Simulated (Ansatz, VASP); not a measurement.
## BP in VASP and in Ansatz

INCAR

```
ALGO = Normal ; EDIFF = 1E-7
ENCUT = 520 ; GGA = PE
ISIF = 2 ; ISMEAR = -1
LASPH = T ; LCHARG = T
LELF = T ; LREAL = F
LVHAR = T ; LWAVE = F
NBANDS = 11 ; NELM = 80
PREC = Accurate ; SIGMA = 0.05
```

KPOINTS

```
k-points
0
Gamma
  15 15 15
```

The input POSCAR:

```
BP
1.0
    0.0000000000      2.2236200000      2.2690000000
    2.2236200000      0.0000000000      2.2690000000
    2.2236200000      2.2236200000      0.0000000000
B P
1 1
Direct
    0.0000000000      0.0000000000      0.0000000000
    0.7500000000      0.7500000000      0.7500000000
```

Input for Ansatz:

```yaml
crystal:
  lattice:
    - [0.0, 2.22362, 2.269]
    - [2.22362, 0.0, 2.269]
    - [2.22362, 2.22362, 0.0]
  atoms:
    - { symbol: B, position: [0.0, 0.0, 0.0] }
    - { symbol: P, position: [0.75, 0.75, 0.75] }
kpoints:
  mp_grid: { grid: [15, 15, 15] }
  band_path:
    path:
      - [0.0, 0.0, 0.0]
      - [0.5, 0.0, 0.5]
      - [0.75, 0.25, 0.5]
      - [0.5, 0.5, 0.5]
      - [0.0, 0.0, 0.0]
      - [0.5, 0.5, 0.0]
      - [0.62995, 0.62995, 0.2599]
      - [0.37005, 0.37005, 0.7401]
      - [0.0, 0.0, 0.0]
    npoints: 5
scf:
  occupations: { method: fermi_dirac, width: 0.05 }
hamiltonian:
  xc: pbe
  pseudopotentials: { kind: all_electron, lapw: { basis_error: 0.001 } }
output:
  forces: true
  stress: true
  eigenvalues: true
```

Change from the starting cell: equal xx and yy strain of -2 %.

Alike in both runs: task single point; functional PBE; k mesh 15 × 15 × 15; occupations fermi-dirac, width 0.05 eV; no spin polarisation.

|  | VASP | Ansatz |
| --- | --- | --- |
| version | VASP 6.6.1 | Ansatz 0.2.0 |
| potentials or method | VASP PAW PBE potentials, release 64 (B, P), cutoff 520 eV | all-electron LAPW, scalar-relativistic |

VASP gave:

| Quantity | Value |
| --- | --- |
| pressure (GPa) | 8.1 |
| traceless stress, the component that is largest in VASP (GPa) | -3.83 |

Problem. Estimate Ansatz's values.

Solution. Pressure (GPa): 8.3; traceless stress, the component that is largest in VASP (GPa): -3.83.

Ansatz ran all-electron here, and VASP with PAW potentials.
